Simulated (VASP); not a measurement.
# Mn (Im-3m) in VASP: a series of runs

Runs on Mn. Level: LDA. Tasks: single point, relaxation of cell and atoms.

Program: VASP 6.6.1. These are calculated values, not measurements. Logs are shortened: lines on timing, memory, paths and dates and some standing lists are left out, and cuts for length are marked.

## 1. The cell of the first run

The structure is cubic, space group Im-3m (No. 229). Conventional cell: a = 2.762 Å, b = 2.762 Å, c = 2.762 Å, α = 90.00°, β = 90.00°, γ = 90.00°. Mn (site symmetry m-3m) has 14 Mn at 2.39 to 2.76 Å within 3.2 Å.

## 2. Single point, LDA (volume scaled by 1.04)

Input file INCAR:

```
SYSTEM = Mn
ALGO = Normal ; EDIFF = 1E-6
ENCUT = 520 ; GGA = CA
ISIF = 2 ; ISMEAR = -1
LASPH = .TRUE. ; LCHARG = .FALSE.
LREAL = .FALSE. ; LWAVE = .FALSE.
NBANDS = 12 ; NELM = 100
PREC = Accurate ; SIGMA = 0.1
```

Input file KPOINTS:

```
k-points
0
G
  18 18 18
  0 0 0
```

Input file POSCAR:

```
Mn
1.0
   -1.3811909897      1.3811909897      1.3811909897
    1.3811909897     -1.3811909897      1.3811909897
    1.3811909897      1.3811909897     -1.3811909897
Mn
1
Direct
    0.0000000000      0.0000000000      0.0000000000
```

Potentials or basis: VASP PAW LDA potentials, release 64 (Mn_pv).

Started as:

```sh
cat potpaw_LDA.64/Mn_pv/POTCAR > POTCAR
mpirun -np 1 vasp_std > vasp.out
```

OUTCAR:

```text
SYSTEM = Mn
   EDIFF = 1E-6
   ENCUT = 520
   GGA = CA
   ISIF = 2
   ISMEAR = -1
   LASPH = .TRUE.
   LREAL = .FALSE.
   NELM = 100
   PREC = Accurate

 ion  position               nearest neighbor table
   1  0.000  0.000  0.000-

  LATTYP: Found a body centered cubic cell.
 ALAT       =     2.7623819794

  Lattice vectors:

 A1 = (  -1.3811909897,   1.3811909897,   1.3811909897)
 A2 = (   1.3811909897,  -1.3811909897,   1.3811909897)
 A3 = (   1.3811909897,   1.3811909897,  -1.3811909897)

Analysis of symmetry for initial positions (statically):
=====================================================================
 Subroutine PRICEL returns:
 Original cell was already a primitive cell.

 Routine SETGRP: Setting up the symmetry group for a
 body centered cubic supercell.

 Subroutine GETGRP returns: Found 48 space group operations
 (whereof 48 operations were pure point group operations)
 out of a pool of 48 trial point group operations.

The static configuration has the point symmetry O_h .

Analysis of symmetry for dynamics (positions and initial velocities):
=====================================================================
 Subroutine PRICEL returns:
 Original cell was already a primitive cell.

 Routine SETGRP: Setting up the symmetry group for a
 body centered cubic supercell.

 Subroutine GETGRP returns: Found 48 space group operations
 (whereof 48 operations were pure point group operations)
 out of a pool of 48 trial point group operations.

The dynamic configuration has the point symmetry O_h .

 Subroutine INISYM returns: Found 48 space group operations
 (whereof 48 operations are pure point group operations),
 and found     1 'primitive' translations

----------------------------------------------------------------------------------------

                                     Primitive cell

  volume of cell :      10.5395

  direct lattice vectors                    reciprocal lattice vectors
    -1.381190990  1.381190990  1.381190990     0.000000000  0.362006416  0.362006416
     1.381190990 -1.381190990  1.381190990     0.362006416  0.000000000  0.362006416
     1.381190990  1.381190990 -1.381190990     0.362006416  0.362006416  0.000000000

  length of vectors
     2.392292969  2.392292969  2.392292969     0.511954383  0.511954383  0.511954383

[... 76 lines left out ...]
   ENCUT  =  520.0 eV  38.22 Ry    6.18 a.u.   4.45  4.45  4.45*2*pi/ulx,y,z
   NELM   =    100;   NELMIN=  2; NELMDL= -5     # of ELM steps
   EDIFF  = 0.1E-05   stopping-criterion for ELM
   LREAL  =      F    real-space projection
   EDIFFG = 0.1E-04   stopping-criterion for IOM
   NSW    =      0    number of steps for IOM
   IBRION =     -1    ionic relax: 0-MD 1-quasi-New 2-CG
   NFREE  =      0    steps in history (QN), initial steepest desc. (CG)
   ISIF   =      2    stress and relaxation
   ISYM   =      2    0-nonsym 1-usesym 2-fastsym
   POTIM  = 0.5000    time-step for ionic-motion
   TEBEG  =    0.0;   TEEND  =   0.0 temperature during run
   PSTRESS=    0.0 pullay stress
   NELECT =      13.0000    total number of electrons
   NUPDOWN=      -1.0000    fix difference up-down
   EMIN   =  10.00;   EMAX   =-10.00  energy-range for DOS
   EFERMI =   0.00;   METHOD = LEGACY
   ISMEAR =    -1;   SIGMA  =   0.10  broadening in eV -4-tet -1-fermi 0-gaus
   EFERMI_NEDOS =   21; number of points for ismear=-14 and -15
   IALGO  =     38    algorithm
   IMIX   =      4    mixing-type and parameters
     AMIX     =   0.40;   BMIX     =  1.00
     AMIX_MAG =   1.60;   BMIX_MAG =  1.00
  volume/ion in A,a.u.               =      10.54        71.12
  Fermi-wavevector in a.u.,A,eV,Ry     =   1.755694  3.317781 41.939445  3.082462
  Thomas-Fermi vector in A             =   2.825390
   LORBIT       =      0    0 simple, 1 ext, 2 COOP (PROOUT), +10 PAW based schemes
   GGA     = CA    functional components
   LHFCALC =     F    Hartree Fock is set to
   AEXX    =    0.0000 exact exchange contribution
   IVDW    =     0    specifies the selected vdW correction
   LEPSILON=     F    determine dielectric tensor
   LRPA    =     F    only Hartree local field effects (RPA)
 non-spin polarized calculation
  energy-cutoff  :      520.00
  volume of cell :       10.54
 maximum number of plane-waves:       321
 NGX is ok and might be reduce to    18
   NGX =  9   NGY =  9   NGZ =  9

 number of electron      12.9999982 magnetization

 Free energy of the ion-electron system (eV)
  ---------------------------------------------------
  ext. energy  EPLUGINS =         0.00000000
  ---------------------------------------------------
  free energy    TOTEN  =       -10.03497504 eV

  energy without entropy =       -9.96242285  energy(sigma->0) =       -9.99869895

 E-fermi :  10.9242     XC(G=0): -14.4935

 val. band max:       10.9226646394   @ k =  -0.2222   0.2778   0.1111
 cond. band min:      10.9283909119   @ k =  -0.3333   0.3889   0.0556
 fundamental gap:      0.0057262726
 Fermi energy:        10.9241975487

 k-point     1 :       0.0000    0.0000    0.0000
  band No.  band energies     occupation
      1     -36.6324      2.00000
      2     -36.6324      2.00000
      3     -36.6324      2.00000
      4       2.2542      2.00000
      5       9.2969      2.00000
      6       9.2969      2.00000
      7       9.2969      2.00000
      8      11.2375      0.08353
      9      11.2375      0.08353
     10      34.8662      0.00000
     11      34.8662      0.00000
     12      34.8662      0.00000
[... 331 lines left out ...]
 k-point    24 :       0.3889    0.1111   -0.0000
  band No.  band energies     occupation
      1     -37.4165      2.00000
      2     -36.9209      2.00000
      3     -36.6724      2.00000
      4       6.1652      2.00000
      5       7.8864      2.00000
      6      10.0054      1.99980
      7      11.1911      0.12970
      8      11.8680      0.00016
      9      13.9877      0.00000
     10      21.1450      0.00000
     11      28.0277      0.00000
     12      31.7890      0.00000

 [... further k-points ...]
[... 5 lines left out ...]
  --------------------------------------------------------------------------------------
  -------------------------------------------------------------------------------------
  Total       -0.7546255     -0.7546255     -0.7546255      0.0000000      0.0000000      0.0000000
  in kB     -114.7151714   -114.7151714   -114.7151714      0.0000000      0.0000000      0.0000000
  external PRESSURE =    -114.7151714 kB  Pullay stress =       0.0000000 kB

 VOLUME and BASIS-vectors are now :
 -----------------------------------------------------------------------------
  energy-cutoff  :      520.00
  volume of cell :       10.54
      direct lattice vectors                 reciprocal lattice vectors
    -1.381190990  1.381190990  1.381190990     0.000000000  0.362006416  0.362006416
     1.381190990 -1.381190990  1.381190990     0.362006416  0.000000000  0.362006416
     1.381190990  1.381190990 -1.381190990     0.362006416  0.362006416  0.000000000

 POSITION                                       TOTAL-FORCE (eV/Angst)
 -----------------------------------------------------------------------------------
      0.00000      0.00000      0.00000         0.000000     -0.000000      0.000000
 -----------------------------------------------------------------------------------
    total drift:                                0.000000     -0.000000      0.000000

  FREE ENERGIE OF THE ION-ELECTRON SYSTEM (eV)
  ---------------------------------------------------
  free  energy   TOTEN  =       -10.0349750379 eV

  energy  without entropy=       -9.9624228529  energy(sigma->0) =       -9.99869895
```

Run time: 34 s. Hardware: 1 thread of AMD EPYC 7R13, shared host; peak memory 0.1 GiB.

Results:

```
Free energy : -10.0350 eV
Pressure    : -11.5 GPa
```

Caveat: the cell differs from its parent crystal (volume scaled by 1.04); the run has no spin polarisation, though such a crystal can be magnetic. Spin polarisation is off, so any magnetic state and its effect on volume and gap are missing.

## 3. Single point, LDA (volume scaled by 1.08)

Input file INCAR:

```
PREC     = Accurate       # precision mode
ENCUT    = 520            # plane-wave cutoff, eV
EDIFF    = 1E-7           # SCF threshold, eV
ISMEAR   = -1             # smearing method
SIGMA    = 0.1            # smearing width, eV
LREAL    = False          # projectors in reciprocal space
LASPH    = True           # aspherical terms in the spheres
NELM     = 80             # most SCF steps
ALGO     = Normal         # electronic algorithm
ISIF     = 2              # what is computed and relaxed
LWAVE    = False          # write WAVECAR
LCHARG   = False          # write CHGCAR
GGA      = CA             # functional
NBANDS   = 12             # bands
```

Input file KPOINTS:

```
Automatic mesh
0
Gamma
  18 18 18
```

Input file POSCAR:

```
Mn
1.0
   -1.3986762761      1.3986762761      1.3986762761
    1.3986762761     -1.3986762761      1.3986762761
    1.3986762761      1.3986762761     -1.3986762761
Mn
1
Direct
    0.0000000000      0.0000000000      0.0000000000
```

Potentials or basis: VASP PAW LDA potentials, release 64 (Mn_pv).

Started as:

```sh
cat potpaw_LDA.64/Mn_pv/POTCAR > POTCAR
mpirun -np 1 vasp_std > vasp.out
```

Wall time 35 s (1 thread of AMD EPYC 7R13, shared host); peak memory 0.1 GiB.

It converged, with:

```
Free energy : -9.9937 eV
Pressure    : -20.9 GPa
```

Levels at points of the mesh, in eV from the Fermi level:
| k point | band 2 | band 3 | band 4 | band 5 | band 6 | band 7 | band 8 | band 9 | band 10 | band 11 |
| --- | --- | --- | --- | --- | --- | --- | --- | --- | --- | --- |
| (0.00, 0.00, 0.00) | -47.56 | -47.56 | -8.48 | -1.54 | -1.54 | -1.54 | 0.30 | 0.30 | 23.64 | 23.64 |
| (0.50, 0.00, 0.00) | -47.80 | -47.57 | -4.85 | -2.96 | 0.31 | 0.59 | 0.72 | 1.93 | 9.13 | 17.88 |
| (0.50, 0.50, 0.50) | -48.08 | -48.08 | -4.70 | -4.70 | 1.57 | 1.57 | 1.57 | 10.46 | 10.46 | 10.46 |

Caveat: the cell differs from its parent crystal (volume scaled by 1.08); the run has no spin polarisation, though such a crystal can be magnetic. Spin polarisation is off, so any magnetic state and its effect on volume and gap are missing.

## 4. Single point, LDA (volume scaled by 1.12)

Input file INCAR:

```
PREC = Accurate ; ENCUT = 520
EDIFF = 1E-7 ; ISMEAR = -1
SIGMA = 0.1 ; LREAL = False
LASPH = True ; NELM = 100
ALGO = Normal ; ISIF = 2
LWAVE = False ; LCHARG = True
LELF = True ; LVHAR = True
NBANDS = 12
```

KPOINTS is that of step 3.

Input file POSCAR:

```
Mn
1.0
   -1.4157349851      1.4157349851      1.4157349851
    1.4157349851     -1.4157349851      1.4157349851
    1.4157349851      1.4157349851     -1.4157349851
Mn
1
Direct
    0.0000000000      0.0000000000      0.0000000000
```

Started as:

```sh
cat potpaw_LDA.64/Mn_pv/POTCAR > POTCAR
mpirun -np 1 vasp_std > vasp.out
```

Run time: 39 s. Hardware: 1 thread of AMD EPYC 7R13, shared host; peak memory 0.1 GiB.

Results (log left out):

- Free energy: -9.9309 eV
- Pressure: -28.5 GPa

Levels at points of the mesh, in eV from the Fermi level:
| k point | band 2 | band 3 | band 4 | band 5 | band 6 | band 7 | band 8 | band 9 | band 10 | band 11 |
| --- | --- | --- | --- | --- | --- | --- | --- | --- | --- | --- |
| (0.00, 0.00, 0.00) | -47.57 | -47.57 | -8.30 | -1.46 | -1.46 | -1.46 | 0.29 | 0.29 | 23.36 | 23.36 |
| (0.50, 0.00, 0.00) | -47.78 | -47.57 | -4.64 | -2.81 | 0.29 | 0.56 | 0.69 | 1.83 | 8.75 | 17.62 |
| (0.50, 0.50, 0.50) | -48.03 | -48.03 | -4.46 | -4.46 | 1.49 | 1.49 | 1.49 | 10.17 | 10.17 | 10.17 |

Caveat: the cell differs from its parent crystal (volume scaled by 1.12); the run has no spin polarisation, though such a crystal can be magnetic. Spin polarisation is off, so any magnetic state and its effect on volume and gap are missing.

## 5. Relaxation of cell and atoms, LDA

This run uses another cell than the first one, of 11.75 Å³/atom, 1.115 times its volume.

Input file INCAR:

```
SYSTEM = Mn
PREC = Accurate
ENCUT = 600
EDIFF = 1E-7
ISMEAR = -1
SIGMA = 0.1
LREAL = .FALSE.
LASPH = .TRUE.
NELM = 100
ALGO = Normal
ISIF = 3
LWAVE = .FALSE.
LCHARG = .FALSE.
GGA = CA
IBRION = 2
NSW = 80
EDIFFG = -0.01
```

Input file KPOINTS:

```
regular mesh
0
G
  15 15 15
  0 0 0
```

Input file POSCAR:

```
Mn
1.0
   -1.4321439648      1.4321439648      1.4321439648
    1.4321439648     -1.4321439648      1.4321439648
    1.4321439648      1.4321439648     -1.4321439648
Mn
1
Direct
    0.0000000000      0.0000000000      0.0000000000
```

Started as:

```sh
cat potpaw_LDA.64/Mn_pv/POTCAR > POTCAR
mpirun -np 1 vasp_std > vasp.out
```

Wall time 79 s (1 thread of AMD EPYC 7R13, shared host); peak memory 0.11 GiB.

The run converged. Its results:

* Free energy: -10.0505 eV
* Relaxed volume: 10.14 Å³/atom
* Relaxed cell: a = 2.362 Å, b = 2.362 Å, c = 2.362 Å, α = 109.47°, β = 109.47°, γ = 109.47°
* Space group after relaxing (to 0.05 Å): Im-3m (No. 229)
* Energy gained by relaxing: 198.5 meV/atom
* Ionic steps: 5
* Pressure after relaxing: 0.1 GPa

Step by step:
| step | energy change (eV) | largest force (eV/Å) | pressure (GPa) | volume (Å³) |
| --- | --- | --- | --- | --- |
| 1 | 0.0000 | 0.0000 | -34.48 | 11.75 |
| 2 | 0.5536 | 0.0000 | 136.99 | 7.95 |
| 3 | -0.1973 | 0.0000 | -3.77 | 10.25 |
| 4 | -0.1984 | 0.0000 | -0.85 | 10.17 |
| 5 | -0.1985 | 0.0000 | 0.12 | 10.14 |

Final structure:
```
Mn
1.0
    -1.36343    1.36343    1.36343
     1.36343   -1.36343    1.36343
     1.36343    1.36343   -1.36343
Mn
1
Cartesian
  0.0000 0.0000 0.0000
```

Levels at points of the mesh, in eV from the Fermi level:
| k point | band 3 | band 4 | band 5 | band 6 | band 7 | band 8 | band 9 | band 10 |
| --- | --- | --- | --- | --- | --- | --- | --- | --- |
| (0.00, 0.00, 0.00) | -47.54 | -8.85 | -1.72 | -1.72 | -1.72 | 0.33 | 0.33 | 24.25 |

Caveat: the run has no spin polarisation, though such a crystal can be magnetic.

## 6. The runs side by side

| task | cell | k mesh | cutoff (eV) | gap on the mesh (eV) | pressure (GPa) |
| --- | --- | --- | --- | --- | --- |
| single point | a = 2.392 Å, angles 109.5°, 1 atom | 18 × 18 × 18 | 520 | none | -11.5 |
| single point | a = 2.423 Å, angles 109.5°, 1 atom | 18 × 18 × 18 | 520 | none | -20.9 |
| single point | a = 2.452 Å, angles 109.5°, 1 atom | 18 × 18 × 18 | 520 | none | -28.5 |
| relaxation of cell and atoms | relaxed from a = 2.481 Å, angles 109.5°, 1 atom | 15 × 15 × 15 | 600 | none | 0.1 |

Alike in all rows: level LDA; potentials or basis VASP PAW LDA potentials, release 64 (Mn_pv); no spin polarisation; smearing fermi-dirac 0.1 eV.

Caveats: the run has no spin polarisation, though such a crystal can be magnetic.

Absolute energies hang on the potentials; compare differences alone.
